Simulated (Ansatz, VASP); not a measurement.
# Two plane-wave programs on Ni

```
CELL_PARAMETERS angstrom
0.00000 1.73128 1.73128
1.73128 0.00000 1.73128
1.73128 1.73128 0.00000
ATOMIC_POSITIONS crystal
Ni 0.00000 0.00000 0.00000
```

Alike in both runs: functional PBEsol; k mesh 28 × 28 × 28; occupations gaussian, width 0.1 eV; collinear spin.

Ansatz relaxed the structure, and its values are those at the end. VASP's run is a single point on that final structure, the one shown.

```csv
,VASP,Ansatz
version,VASP 6.6.1,Ansatz 0.2.0
potentials or method,"VASP PAW PBE potentials, release 64 (Ni), cutoff 520 eV","scalar-relativistic, plane waves, PAW"
valence electrons in the cell,10,18
```

```tsv
	VASP	Ansatz	Ansatz less VASP
gap on the k mesh at the Fermi level (eV)	none	none	-
pressure (GPa)	-0.1	0.0	+0.10
net moment per atom (μB)	0.60	0.62	+0.011
size of the moment on the site where the two differ most (μB)	0.61	0.65	+0.039
```

VASP's potentials were made for PBE, not for PBEsol. Site moments also hang on the region over which each program counts them. A gap of «none» marks a metal or a gap that the smearing closes. VASP's potentials hold 10 valence electrons a cell and Ansatz's 18, so a difference there can come from the potentials and not from the codes.
